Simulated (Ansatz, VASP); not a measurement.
Two plane-wave programs on SbPb

INCAR

```
PREC = Accurate
ENCUT = 520
EDIFF = 1E-6
ISMEAR = -1
SIGMA = 0.05
LREAL = F
LASPH = T
NELM = 60
ALGO = Normal
ISIF = 2
LWAVE = F
LCHARG = F
GGA = CA
NBANDS = 16
```

Contents of KPOINTS:

```
Automatic mesh
0
Gamma
  8 8 8
```

POSCAR

```
SbPb
1.0
    0.0000000000      3.2433896950      3.2433896950
    3.2433896950      0.0000000000      3.2433896950
    3.2433896950      3.2433896950      0.0000000000
Sb Pb
1 1
Direct
    0.5000000000      0.5000000000      0.5000000000
    0.0000000000      0.0000000000      0.0000000000
```

Input for Ansatz:

```yaml
crystal:
  lattice:
    - [0.0, 3.2433896949600487, 3.2433896949600487]
    - [3.2433896949600487, 0.0, 3.2433896949600487]
    - [3.2433896949600487, 3.2433896949600487, 0.0]
  atoms:
    - { symbol: Sb, position: [0.5, 0.5, 0.5] }
    - { symbol: Pb, position: [0.0, 0.0, 0.0] }
basis:
  ecutwfc: 470.0
kpoints:
  mp_grid:
    grid: [8, 8, 8]
hamiltonian:
  xc: lda
scf:
  occupations:
    method: fermi_dirac
    width: 0.05
output:
  stress: true
```

Alike in both runs: task single point; functional LDA; k mesh 8 × 8 × 8; occupations fermi-dirac, width 0.05 eV; no spin polarisation.

```csv
,VASP,Ansatz
version,VASP 6.6.1,Ansatz 0.2.0
potentials or method,"VASP PAW LDA potentials, release 64 (Sb, Pb_d), cutoff 520 eV","plane waves, PAW"
valence electrons in the cell,19,29
```

```tsv
	VASP	Ansatz	Ansatz less VASP
pressure (GPa)	-5.3	-5.3	+0.01
```

LDA's correlation is that of Perdew and Zunger in VASP and of Perdew and Wang (1992) in Ansatz. VASP's potentials hold 19 valence electrons a cell and Ansatz's 29, so a difference there can come from the potentials and not from the codes.

Spin-orbit coupling is off throughout.
